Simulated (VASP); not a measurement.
# SiC (P1) in VASP: further runs, part 2 of 2

VASP 6.6.1. The steps go on from the part before.

## (3) Single point, PBE (atoms moved at random)

Input file INCAR:

```
PREC     = Accurate       # precision mode
ENCUT    = 520            # plane-wave cutoff, eV
EDIFF    = 1E-6           # SCF threshold, eV
ISMEAR   = 0              # smearing method
SIGMA    = 0.05           # smearing width, eV
LREAL    = False          # projectors in reciprocal space
LASPH    = True           # aspherical terms in the spheres
NELM     = 100            # most SCF steps
ALGO     = Normal         # electronic algorithm
ISIF     = 2              # what is computed and relaxed
LWAVE    = False          # write WAVECAR
LCHARG   = False          # write CHGCAR
GGA      = PE             # functional
NBANDS   = 16             # bands
```

Input file KPOINTS:

```
regular mesh
0
Gamma
  12 12 6
```

Input file POSCAR:

```
SiC
1.0
    3.0759982064      0.0000000000      0.0000000000
   -1.5379991032      2.6638925888      0.0000000000
    0.0000000000      0.0000000000      5.0480000000
Si C
2 2
Direct
    0.2591536339      0.5504647247      0.0061832334
    0.6867509333      0.3648460529      0.4983708973
    0.3303266078      0.7320445094      0.3826896508
    0.7237688251      0.3526447130      0.8827562185
```

Potentials or basis: VASP PAW PBE potentials, release 64 (Si, C).

Run with:

```sh
$ cat potpaw_PBE.64/Si/POTCAR potpaw_PBE.64/C/POTCAR > POTCAR
$ mpirun -np 1 vasp_std > vasp.out
```

OUTCAR:

```text
PREC = Accurate
   ENCUT = 520
   EDIFF = 1E-6
   ISMEAR = 0
   LREAL = False
   LASPH = True
   NELM = 100
   ISIF = 2
   GGA = PE

 ion  position               nearest neighbor table
   1  0.259  0.550  0.006-   4 1.57   4 1.92   3 1.96   4 2.23   2 2.93   2 3.00   2 3.00   2 3.06

   2  0.687  0.365  0.498-   3 1.79   3 1.82   4 1.95   3 2.01   1 2.93   1 3.00   1 3.00   1 3.06

   3  0.330  0.732  0.383-   2 1.79   2 1.82   1 1.96   2 2.01
   4  0.724  0.353  0.883-   1 1.57   1 1.92   2 1.95   1 2.23

  LATTYP: Found a hexagonal cell.
 ALAT       =     3.0759982064
 C/A-ratio  =     1.6410932846

  Lattice vectors:

 A1 = (   3.0759982064,   0.0000000000,   0.0000000000)
 A2 = (  -1.5379991032,   2.6638925888,   0.0000000000)
 A3 = (   0.0000000000,   0.0000000000,   5.0480000000)

Analysis of symmetry for initial positions (statically):
=====================================================================
 Subroutine PRICEL returns:
 Original cell was already a primitive cell.

 Routine SETGRP: Setting up the symmetry group for a
 hexagonal supercell.

 Subroutine GETGRP returns: Found  1 space group operations
 (whereof  1 operations were pure point group operations)
 out of a pool of 24 trial point group operations.

The static configuration has the point symmetry C_1 .

Analysis of symmetry for dynamics (positions and initial velocities):
=====================================================================
 Subroutine PRICEL returns:
 Original cell was already a primitive cell.

 Routine SETGRP: Setting up the symmetry group for a
 hexagonal supercell.

 Subroutine GETGRP returns: Found  1 space group operations
 (whereof  1 operations were pure point group operations)
 out of a pool of 24 trial point group operations.

The dynamic configuration has the point symmetry C_1 .

[... 115 lines left out ...]
   EMIN   =  10.00;   EMAX   =-10.00  energy-range for DOS
   EFERMI =   0.00;   METHOD = LEGACY
   ISMEAR =     0;   SIGMA  =   0.05  broadening in eV -4-tet -1-fermi 0-gaus
   EFERMI_NEDOS =   21; number of points for ismear=-14 and -15
   IALGO  =     38    algorithm
   IMIX   =      4    mixing-type and parameters
     AMIX     =   0.40;   BMIX     =  1.00
     AMIX_MAG =   1.60;   BMIX_MAG =  1.00
  volume/ion in A,a.u.               =      10.34        69.78
  Fermi-wavevector in a.u.,A,eV,Ry     =   1.192818  2.254099 19.358564  1.422814
  Thomas-Fermi vector in A             =   2.328847
   LORBIT       =      0    0 simple, 1 ext, 2 COOP (PROOUT), +10 PAW based schemes
   GGA     = PE    functional components
   LHFCALC =     F    Hartree Fock is set to
   AEXX    =    0.0000 exact exchange contribution
   IVDW    =     0    specifies the selected vdW correction
   LEPSILON=     F    determine dielectric tensor
   LRPA    =     F    only Hartree local field effects (RPA)
 non-spin polarized calculation
 Gauss-broadening in eV      SIGMA  =   0.05
  energy-cutoff  :      520.00
  volume of cell :       41.36
 maximum number of plane-waves:      1132
   NGX = 11   NGY = 11   NGZ = 19

 number of electron      15.9999999 magnetization

 Free energy of the ion-electron system (eV)
  ---------------------------------------------------
  ext. energy  EPLUGINS =         0.00000000
  ---------------------------------------------------
  free energy    TOTEN  =       -28.04015689 eV

  energy without entropy =      -28.04015689  energy(sigma->0) =      -28.04015689

 E-fermi :   9.3927     XC(G=0): -11.3564

 val. band max:        9.1651657632   @ k =   0.0000   0.0000   0.0000
 cond. band min:      10.3058127509   @ k =   0.5000   0.5000   0.0000
 fundamental gap:      1.1406469877
 Fermi energy:         9.3927201280

 k-point     1 :       0.0000    0.0000    0.0000
  band No.  band energies     occupation
      1      -7.3800      2.00000
      2      -3.9083      2.00000
      3      -0.3522      2.00000
      4       5.9461      2.00000
      5       6.7244      2.00000
      6       7.9392      2.00000
[... 433 lines left out ...]
      3       0.3922      2.00000
      4       3.9832      2.00000
      5       4.8091      2.00000
      6       6.6228      2.00000
[... 8 lines left out ...]
     15      17.9279      0.00000
     16      18.9710      0.00000

 [... further k-points ...]
[... 5 lines left out ...]
  --------------------------------------------------------------------------------------
  -------------------------------------------------------------------------------------
  Total        7.8458873      2.7327533      1.6643773      4.7661505      1.5914458      3.4210181
  in kB      303.8998703    105.8495173     64.4674133    184.6104177     61.6425089    132.5085244
  external PRESSURE =     158.0722670 kB  Pullay stress =       0.0000000 kB

 VOLUME and BASIS-vectors are now :
 -----------------------------------------------------------------------------
  energy-cutoff  :      520.00
  volume of cell :       41.36
      direct lattice vectors                 reciprocal lattice vectors
     3.075998206  0.000000000  0.000000000     0.325097719  0.187695255  0.000000000
    -1.537999103  2.663892589  0.000000000     0.000000000  0.375390511  0.000000000
     0.000000000  0.000000000  5.048000000     0.000000000  0.000000000  0.198098257

 POSITION                                       TOTAL-FORCE (eV/Angst)
 -----------------------------------------------------------------------------------
     -0.04946      1.46638      0.03121         8.106521      5.655089      3.078932
      1.55131      0.97191      2.51578        -1.387966      1.330786      1.602213
     -0.10980      1.95009      1.93182         1.834387     -2.593796     -1.169233
      1.68394      0.93941      4.45615        -8.552943     -4.392079     -3.511912
 -----------------------------------------------------------------------------------
    total drift:                               -0.000159     -0.000119     -0.000204

  FREE ENERGIE OF THE ION-ELECTRON SYSTEM (eV)
  ---------------------------------------------------
  free  energy   TOTEN  =       -28.0401568890 eV

  energy  without entropy=      -28.0401568890  energy(sigma->0) =      -28.04015689
```

OSZICAR:

```text
N       E                     dE             d eps       ncg     rms          rms(c)
DAV:   1     0.273258689192E+02    0.27326E+02   -0.71514E+03 13952   0.895E+02
DAV:   2    -0.299067342301E+02   -0.57233E+02   -0.52143E+02 19520   0.159E+02
DAV:   3    -0.324601038888E+02   -0.25534E+01   -0.25425E+01 18200   0.313E+01
DAV:   4    -0.324786906785E+02   -0.18587E-01   -0.18584E-01 17360   0.329E+00
DAV:   5    -0.324788691971E+02   -0.17852E-03   -0.17852E-03 18352   0.306E-01    0.136E+01
DAV:   6    -0.281459546512E+02    0.43329E+01   -0.74851E+00 17736   0.174E+01    0.595E+00
DAV:   7    -0.280637201250E+02    0.82235E-01   -0.12903E+00 19848   0.686E+00    0.267E+00
DAV:   8    -0.280418272262E+02    0.21893E-01   -0.56448E-02 16344   0.156E+00    0.757E-01
DAV:   9    -0.280398672391E+02    0.19600E-02   -0.86186E-03 19160   0.668E-01    0.154E-01
DAV:  10    -0.280401067929E+02   -0.23955E-03   -0.11377E-03 16432   0.222E-01    0.753E-02
DAV:  11    -0.280401542478E+02   -0.47455E-04   -0.74211E-05 18312   0.632E-02    0.251E-02
DAV:  12    -0.280401554089E+02   -0.11611E-05   -0.10015E-05 17160   0.232E-02    0.915E-03
DAV:  13    -0.280401568528E+02   -0.14439E-05   -0.30571E-06 16432   0.122E-02    0.302E-03
DAV:  14    -0.280401568890E+02   -0.36197E-07   -0.96364E-08  7960   0.219E-03
   1 F= -.28040157E+02 E0= -.28040157E+02  d E =-.330068E-13
```

stdout:

```text
POSCAR found type information on POSCAR SiC
 POSCAR found :  2 types and       4 ions
 scaLAPACK will be used
 LDA part: xc-table for (Slater+PW92), standard interpolation
 POSCAR, INCAR and KPOINTS ok, starting setup
 FFT: planning ... GRIDC
 FFT: planning ... GRID_SOFT
 FFT: planning ... GRID
 WAVECAR not read
 entering main loop
```

It took 6.2 min on 1 thread of Intel Xeon 8259CL, shared host; peak memory 0.34 GiB.

Results:

| Quantity | Value |
| --- | --- |
| Free energy | -28.0402 eV |
| Pressure | 15.8 GPa |
| Largest force | 10.353 eV/Å |
| Band gap on the k mesh | 1.14 eV (least direct gap 2.89 eV) |

Forces on the atoms (eV/Å):
```
Si   8.107  5.655  3.079
Si  -1.388  1.331  1.602
C    1.834 -2.594 -1.169
C   -8.553 -4.392 -3.512
```

Caveat: the cell differs from its parent crystal (atoms moved at random); the stress differs along the axes, from 6 to 30 GPa; forces of over 1 eV/Å act on the atoms, so gaps and moduli don't describe the material at rest. A k mesh can miss the band edges.
